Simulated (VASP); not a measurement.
# PtS2 (P-3m1) in VASP: notebook

PtS2 is run at these levels: r2SCAN, r2SCAN+D3(BJ), PBE-based screened hybrid with 50 % exact exchange; tasks: single point.

Everything below comes from runs of VASP 6.6.1. Logs are shortened: lines on timing, memory, paths and dates and some standing lists are left out, and cuts for length are marked.

## (1) The cell of the first run

The structure is trigonal, space group P-3m1 (No. 164). The conventional cell has a = 3.553 Å, b = 3.553 Å, c = 5.123 Å, α = 90.00°, β = 90.00°, γ = 120.00°. Within 3.2 Å of Pt (site symmetry -3m) lie 6 S at 2.39 Å. S (site symmetry 3m) has 3 Pt at 2.39 Å and 3 S at 3.20 Å within 3.2 Å.

## (2) Single point, r2SCAN

The input, POSCAR:

```
PtS2
1.0
    3.5526415803      0.0000000000      0.0000000000
   -1.7763207902      3.0766778591      0.0000000000
    0.0000000000      0.0000000000      5.1227110450
Pt S
1 2
Direct
    0.0000000000      0.0000000000      0.0000000000
    0.3333333333      0.6666666667      0.2392599773
    0.6666666667      0.3333333333      0.7607400227
```

The input, INCAR.step1:

```
SYSTEM = PtS2
PREC = Accurate ; ENCUT = 520
ISMEAR = -1 ; SIGMA = 0.05
LREAL = .FALSE. ; LASPH = .TRUE.
NELM = 60 ; NBANDS = 18
GGA = PE ; ALGO = Normal
EDIFF = 1E-4 ; LWAVE = .TRUE.
LCHARG = .FALSE.
```

The input, INCAR.step2:

```
SYSTEM = PtS2
PREC = Accurate ; ENCUT = 520
EDIFF = 1E-6 ; ISMEAR = -1
SIGMA = 0.05 ; LREAL = .FALSE.
LASPH = .TRUE. ; NELM = 60
ALGO = Normal ; ISIF = 2
LWAVE = .FALSE. ; LCHARG = .FALSE.
METAGGA = R2SCAN ; LMIXTAU = .TRUE.
NBANDS = 18 ; ISTART = 1
```

The input, KPOINTS:

```
Automatic mesh
0
G
  6 6 4
  0 0 0
```

Potentials or basis: VASP PAW PBE potentials, release 64 (Pt, S).

The run is started by

```sh
$ cat potpaw_PBE.64/Pt/POTCAR potpaw_PBE.64/S/POTCAR > POTCAR
$ cp INCAR.step1 INCAR
$ mpirun -np 1 vasp_std > vasp.out
$ cp INCAR.step2 INCAR
$ mpirun -np 1 vasp_std > vasp.out
```

OUTCAR:

```text
SYSTEM = PtS2
   PREC = Accurate
   ENCUT = 520
   EDIFF = 1E-6
   ISMEAR = -1
   LREAL = .FALSE.
   LASPH = .TRUE.
   NELM = 60
   ISIF = 2
   METAGGA = R2SCAN
   ISTART = 1

 ion  position               nearest neighbor table
   1  0.000  0.000  0.000-   2 2.39   3 2.39   3 2.39   2 2.39   3 2.39   2 2.39
   2  0.333  0.667  0.239-   1 2.39   1 2.39   1 2.39
   3  0.667  0.333  0.761-   1 2.39   1 2.39   1 2.39

  LATTYP: Found a hexagonal cell.
 ALAT       =     3.5526415803
 C/A-ratio  =     1.4419442348

  Lattice vectors:

 A1 = (   3.5526415803,   0.0000000000,   0.0000000000)
 A2 = (  -1.7763207902,   3.0766778591,   0.0000000000)
 A3 = (   0.0000000000,   0.0000000000,   5.1227110450)

Analysis of symmetry for initial positions (statically):
=====================================================================
 Subroutine PRICEL returns:
 Original cell was already a primitive cell.

 Routine SETGRP: Setting up the symmetry group for a
 hexagonal supercell.

 Subroutine GETGRP returns: Found 12 space group operations
 (whereof 12 operations were pure point group operations)
 out of a pool of 24 trial point group operations.

The static configuration has the point symmetry D_3d.

Analysis of symmetry for dynamics (positions and initial velocities):
=====================================================================
 Subroutine PRICEL returns:
 Original cell was already a primitive cell.

 Routine SETGRP: Setting up the symmetry group for a
 hexagonal supercell.

 Subroutine GETGRP returns: Found 12 space group operations
 (whereof 12 operations were pure point group operations)
 out of a pool of 24 trial point group operations.

The dynamic configuration has the point symmetry D_3d.

 Subroutine INISYM returns: Found 12 space group operations
 (whereof 12 operations are pure point group operations),
 and found     1 'primitive' translations

----------------------------------------------------------------------------------------

                                     Primitive cell

  volume of cell :      55.9929

  direct lattice vectors                    reciprocal lattice vectors
     3.552641580  0.000000000  0.000000000     0.281480689  0.162512952  0.000000000
    -1.776320790  3.076677859  0.000000000     0.000000000  0.325025903  0.000000000
     0.000000000  0.000000000  5.122711045     0.000000000  0.000000000  0.195209137

  length of vectors
     3.552641580  3.552641580  5.122711045     0.325025903  0.325025903  0.195209137

  position of ions in fractional coordinates (direct lattice)
     0.000000000  0.000000000  0.000000000
     0.333333333  0.666666667  0.239259977
     0.666666667  0.333333333  0.760740023

  ion indices of the primitive-cell ions
   primitive index   ion index
                 1           1
                 2           2
                 3           3

----------------------------------------------------------------------------------------

 KPOINTS: Automatic mesh

Automatic generation of k-mesh.
 Grid dimensions read from file:
 generate k-points for:    6    6    4

 Generating k-lattice:

  Cartesian coordinates                     Fractional coordinates (reciprocal lattice)
     0.046913448  0.027085492  0.000000000     0.166666667  0.000000000  0.000000000
     0.000000000  0.054170984  0.000000000     0.000000000  0.166666667  0.000000000
     0.000000000  0.000000000  0.048802284     0.000000000  0.000000000  0.250000000

  Length of vectors
     0.054170984  0.054170984  0.048802284

  Shift w.r.t. Gamma in fractional coordinates (k-lattice)
     0.000000000  0.000000000  0.000000000

 Subroutine IBZKPT returns following result:
 ===========================================

 Found     24 irreducible k-points:

 Following reciprocal coordinates:
            Coordinates               Weight
  0.000000  0.000000  0.000000      1.000000
  0.166667 -0.000000  0.000000      6.000000
  0.333333 -0.000000  0.000000      6.000000
  0.500000  0.000000  0.000000      3.000000
  0.166667  0.166667  0.000000      6.000000
  0.333333  0.166667  0.000000     12.000000
[... 16 lines left out ...]
  0.333333  0.166667  0.500000     12.000000
  0.333333  0.333333  0.500000      2.000000
   k-points           NKPTS =     24   k-points in BZ     NKDIM =     24   number of bands    NBANDS=     18
   number of dos      NEDOS =    301   number of ions     NIONS =      3
   total plane-waves  NPLWV =  31360
   dimension x,y,z NGX =    28 NGY =   28 NGZ =   40
   dimension x,y,z NGXF=    56 NGYF=   56 NGZF=   80
   ions per type =               1   2
   NGX,Y,Z   is equivalent  to a cutoff of  13.10, 13.10, 12.98 a.u.
   NGXF,Y,Z  is equivalent  to a cutoff of  26.21, 26.21, 25.96 a.u.
 SYSTEM =  PtS2
   PREC   = accura    normal or accurate (medium, high low for compatibility)
   ISTART =      1    job   : 0-new  1-cont  2-samecut
   ICHARG =      0    charge: 1-file 2-atom 10-const
   ISPIN  =      1    spin polarized calculation?
   LNONCOLLINEAR =      F non collinear calculations
   LSORBIT =      F    spin-orbit coupling
   LASPH  =      T    aspherical Exc in radial PAW
   ENCUT  =  520.0 eV  38.22 Ry    6.18 a.u.   6.61  6.61  9.52*2*pi/ulx,y,z
   NELM   =     60;   NELMIN=  2; NELMDL=  0     # of ELM steps
   EDIFF  = 0.1E-05   stopping-criterion for ELM
   LREAL  =      F    real-space projection
   EDIFFG = 0.1E-04   stopping-criterion for IOM
   NSW    =      0    number of steps for IOM
   IBRION =     -1    ionic relax: 0-MD 1-quasi-New 2-CG
   NFREE  =      0    steps in history (QN), initial steepest desc. (CG)
   ISIF   =      2    stress and relaxation
   ISYM   =      2    0-nonsym 1-usesym 2-fastsym
   POTIM  = 0.5000    time-step for ionic-motion
   TEBEG  =    0.0;   TEEND  =   0.0 temperature during run
   PSTRESS=    0.0 pullay stress
   NELECT =      22.0000    total number of electrons
   NUPDOWN=      -1.0000    fix difference up-down
   EMIN   =  10.00;   EMAX   =-10.00  energy-range for DOS
   EFERMI =   0.00;   METHOD = LEGACY
   ISMEAR =    -1;   SIGMA  =   0.05  broadening in eV -4-tet -1-fermi 0-gaus
   EFERMI_NEDOS =   21; number of points for ismear=-14 and -15
   IALGO  =     38    algorithm
   IMIX   =      4    mixing-type and parameters
     AMIX     =   0.40;   BMIX     =  1.00
     AMIX_MAG =   1.60;   BMIX_MAG =  1.00
  volume/ion in A,a.u.               =      18.66       125.95
  Fermi-wavevector in a.u.,A,eV,Ry     =   1.199052  2.265879 19.561441  1.437725
  Thomas-Fermi vector in A             =   2.334925
   LORBIT       =      0    0 simple, 1 ext, 2 COOP (PROOUT), +10 PAW based schemes
   METAGGA = R2SCAN    functional components
   LHFCALC =     F    Hartree Fock is set to
   AEXX    =    0.0000 exact exchange contribution
   IVDW    =     0    specifies the selected vdW correction
   LEPSILON=     F    determine dielectric tensor
   LRPA    =     F    only Hartree local field effects (RPA)
 non-spin polarized calculation
  energy-cutoff  :      520.00
  volume of cell :       55.99
 maximum number of plane-waves:      1536
 NGX is ok and might be reduce to    28
   NGX = 13   NGY = 13   NGZ = 19

 number of electron      21.9999996 magnetization

 Free energy of the ion-electron system (eV)
  ---------------------------------------------------
  ext. energy  EPLUGINS =         0.00000000
  ---------------------------------------------------
  free energy    TOTEN  =       -68.84939154 eV

  energy without entropy =      -68.84938599  energy(sigma->0) =      -68.84938877

 E-fermi :   6.6869     XC(G=0): -11.2137

 val. band max:        6.2177445828   @ k =   0.0000   0.0000   0.0000
 cond. band min:       7.2017960869   @ k =   0.0000   0.3333   0.2500
 fundamental gap:      0.9840515041
 Fermi energy:         6.6869315489

 k-point     1 :       0.0000    0.0000    0.0000
  band No.  band energies     occupation
      1      -9.5486      2.00000
      2      -6.6375      2.00000
      3      -0.8225      2.00000
      4      -0.4827      2.00000
      5      -0.4827      2.00000
      6       2.3175      2.00000
[... 10 lines left out ...]
     17      14.7853      0.00000
     18      19.3162      0.00000

 k-point     2 :       0.1667   -0.0000    0.0000
  band No.  band energies     occupation
      1      -9.1935      2.00000
      2      -6.7966      2.00000
      3      -0.4714      2.00000
      4      -0.2614      2.00000
      5      -0.2229      2.00000
      6       1.7550      2.00000
[... 10 lines left out ...]
     17      15.7742      0.00000
     18      16.7681      0.00000

 k-point     3 :       0.3333   -0.0000    0.0000
  band No.  band energies     occupation
      1      -8.3127      2.00000
      2      -7.1180      2.00000
      3      -0.4004      2.00000
      4       0.1140      2.00000
      5       0.6132      2.00000
      6       0.8598      2.00000
[... 10 lines left out ...]
     17      15.5471      0.00000
     18      16.3526      0.00000

 k-point     4 :       0.5000    0.0000    0.0000
  band No.  band energies     occupation
      1      -7.6217      2.00000
      2      -7.3962      2.00000
      3      -1.2144      2.00000
      4       0.2051      2.00000
      5       0.9401      2.00000
      6       1.9234      2.00000
[... 375 lines left out ...]
      4      -0.1624      2.00000
      5       0.7208      2.00000
      6       1.4047      2.00000
[... 10 lines left out ...]
     17      15.8337      0.00000
     18      16.1278      0.00000

 k-point    23 :       0.3333    0.1667    0.5000
  band No.  band energies     occupation
      1      -7.6334      2.00000
      2      -7.3405      2.00000
      3      -0.9178      2.00000
      4      -0.1272      2.00000
      5       0.7264      2.00000
      6       1.5702      2.00000
[... 10 lines left out ...]
     17      15.7568      0.00000
     18      17.2252      0.00000

 k-point    24 :       0.3333    0.3333    0.5000
  band No.  band energies     occupation
      1      -7.3624      2.00000
      2      -7.3624      2.00000
      3      -0.1821      2.00000
      4      -0.1821      2.00000
      5      -0.0749      2.00000
      6       1.8339      2.00000
[... 10 lines left out ...]
     17      14.7259      0.00000
     18      17.4997      0.00000

------------------------ aborting loop because EDIFF is reached ----------------------------------------

  FORCE on cell =-STRESS in cart. coord.  units (eV):
  Direction    XX          YY          ZZ          XY          YZ          ZX
  --------------------------------------------------------------------------------------
  -------------------------------------------------------------------------------------
  Total        0.4252725      0.4252725      0.4533660     -0.0000000      0.0000000      0.0000000
  in kB       12.1687116     12.1687116     12.9725770     -0.0000000      0.0000000      0.0000000
  external PRESSURE =      12.4366667 kB  Pullay stress =       0.0000000 kB

 VOLUME and BASIS-vectors are now :
 -----------------------------------------------------------------------------
  energy-cutoff  :      520.00
  volume of cell :       55.99
      direct lattice vectors                 reciprocal lattice vectors
     3.552641580  0.000000000  0.000000000     0.281480689  0.162512952  0.000000000
    -1.776320790  3.076677859  0.000000000     0.000000000  0.325025903  0.000000000
     0.000000000  0.000000000  5.122711045     0.000000000  0.000000000  0.195209137

 POSITION                                       TOTAL-FORCE (eV/Angst)
 -----------------------------------------------------------------------------------
      0.00000      0.00000      0.00000         0.000000      0.000000      0.000000
     -0.00000      2.05112      1.22566         0.000000      0.000000     -0.048492
      1.77632      1.02556      3.89705        -0.000000     -0.000000      0.048492
 -----------------------------------------------------------------------------------
    total drift:                                0.000000     -0.000000      0.000000

  FREE ENERGIE OF THE ION-ELECTRON SYSTEM (eV)
  ---------------------------------------------------
  free  energy   TOTEN  =       -68.8493915423 eV

  energy  without entropy=      -68.8493859910  energy(sigma->0) =      -68.84938877
```

Run time: 1.9 min. Hardware: 1 thread of AMD EPYC 7R43 (Zen 3), shared host; peak memory 0.16 GiB.

What came out:

* Free energy: -68.8494 eV
* Pressure: 1.2 GPa
* Largest force: 0.048 eV/Å
* Band gap on the k mesh: 0.98 eV (least direct gap 1.59 eV)

Forces in eV/Å, atoms in the order of the input:
```
Pt   0.000  0.000  0.000
S    0.000  0.000 -0.048
S    0.000  0.000  0.048
```

Stress tensor (GPa, compression positive):
```
1.22 0.00 0.00
0.00 1.22 0.00
0.00 0.00 1.30
```

Caveat: the PAW data sets were made with another functional, which shifts forces and pressure a little; spin-orbit coupling is left out, which moves the levels of the heavy elements. A k mesh can miss the band edges.

(Part 1 of 2 ends here.)
